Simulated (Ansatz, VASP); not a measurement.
**GaSb in VASP and in Ansatz**

```
Ga Sb
1.0
     0.00000    2.94324    3.16729
     2.94324    0.00000    3.16729
     2.94324    2.94324    0.00000
Ga Sb
1 1
Cartesian
  0.0000 0.0000 0.0000
  1.4716 1.4716 1.5836
```

Change from the starting cell: epitaxial_xy strain -4.0%.

Alike in both runs: task single point; functional PBE; k mesh 8 × 8 × 8; occupations fermi-dirac, width 0.02 eV; no spin polarisation.

```csv
,VASP,Ansatz
version,VASP 6.6.1,Ansatz 0.2.0
potentials or method,"VASP PAW PBE potentials, release 64 (Ga_d, Sb)","plane waves, PAW"
plane-wave cutoff (eV),520,420
valence electrons in the cell,18,28
```

|  | VASP | Ansatz | Ansatz less VASP |
| --- | --- | --- | --- |
| pressure (GPa) | 4.9 | 4.8 | -0.10 |
| traceless stress, the component that is largest in VASP (GPa) | -2.47 | -2.47 | -0.004 |

VASP's potentials hold 18 valence electrons a cell and Ansatz's 28, so a difference there can come from the potentials and not from the codes.

Spin-orbit coupling is off throughout.
